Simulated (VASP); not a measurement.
Write the native input for VASP 6.6.1 that does the following.

- Task: single point
- Functional: PBE
- Potentials or basis: VASP PAW PBE potentials, release 64 (Se)
- Cutoff: 520 eV
- k mesh: 13 × 13 × 13
- Occupations: fermi-dirac, width 0.08 eV
- Spin: no spin polarisation
- Dipole correction: no
- Further INCAR settings: ALGO = Normal; EDIFF = 1e-07; NBANDS = 13

The structure of Se lies in POSCAR:

```
Se
1.0
    1.6876278960     -0.9743524201      2.7584545463
    0.0000000000      1.9487048401      2.7584545463
   -1.6876278960     -0.9743524201      2.7584545463
Se
2
Direct
    0.2500000000      0.2500000000      0.2500000000
   -0.2500000000     -0.2500000000     -0.2500000000
```

The input as run:

INCAR

```
SYSTEM = Se
PREC = Accurate
ENCUT = 520
EDIFF = 1E-7
ISMEAR = -1
SIGMA = 0.08
LREAL = .FALSE.
LASPH = .TRUE.
NELM = 60
ALGO = Normal
ISIF = 2
LWAVE = .FALSE.
LCHARG = .TRUE.
GGA = PE
LELF = .TRUE.
LVHAR = .TRUE.
NBANDS = 13
```

KPOINTS

```
regular mesh
0
G
  13 13 13
  0 0 0
```

Potentials or basis: VASP PAW PBE potentials, release 64 (Se).

Run with:

```console
$ cat potpaw_PBE.64/Se/POTCAR > POTCAR
$ mpirun -np 1 vasp_std > vasp.out
```

Results of the run:

| Item | Value |
| --- | --- |
| Pressure | 105.3 GPa |
| Band gap on the k mesh | zero (band 6 reaches 14.61 eV, above the bottom of band 7 at 9.69 eV) |

It took 45 s on 1 thread of AMD EPYC 9R45 96-Core Processor (Zen 5), with other jobs on the host, peak memory 0.17 GiB.
